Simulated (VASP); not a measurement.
Here is a VASP 6.6.1 calculation.

The input INCAR:

```
PREC = Accurate
ENCUT = 520
EDIFF = 1E-7
ISMEAR = 0
SIGMA = 0.1
LREAL = Auto
LASPH = T
NELM = 60
ALGO = Normal
ISIF = 2
LWAVE = F
LCHARG = T
GGA = PE
IVDW = 12
LELF = T
LVHAR = T
NBANDS = 54
```

KPOINTS

```
regular mesh
0
Gamma
  4 4 4
```

POSCAR

```
As3P13
1.0
    1.6874239713      5.1514897889      4.2149111948
    1.6878252529      5.1776343208     -4.2463580108
   -5.0970438281      5.1753710394     -0.0154195215
As P
3 13
Direct
    0.1122466147      0.0544970170      0.0677528685
    0.8743100749      0.7961608666      0.5571434708
    0.4381616421      0.9944290625      0.7960259959
    0.6141007132      0.5369568547      0.0487598685
    0.3625064419      0.3050188920      0.5421892042
    0.5758982829      0.0085215200      0.1987551520
    0.0832769763      0.5106416330      0.1957176590
    0.3323432957      0.7555706000      0.6938362544
    0.8307815173      0.2587180021      0.6989544220
    0.1311381775      0.2110157005      0.4484772874
    0.6297458586      0.7068049106      0.4430855424
    0.8766133502      0.9592907769      0.9508973146
    0.3813538732      0.4572711911      0.9435021300
    0.6565980347      0.2444299907      0.2994619563
    0.1848327107      0.7244275755      0.3020981792
    0.9160924361      0.4762454069      0.8133426950
```

Potentials or basis: VASP PAW PBE potentials, release 64 (As, P).

Run with:

```console
$ cat potpaw_PBE.64/As/POTCAR potpaw_PBE.64/P/POTCAR > POTCAR
$ mpirun -np 1 vasp_std > vasp.out
```

(1) Predict the largest force.

(2) What does it give for the band gap on the k mesh?

(3) Estimate the dispersion energy per atom.

Answers

(1) 0.063 eV/Å.

(2) 0.05 eV, direct.

(3) -0.398 eV.
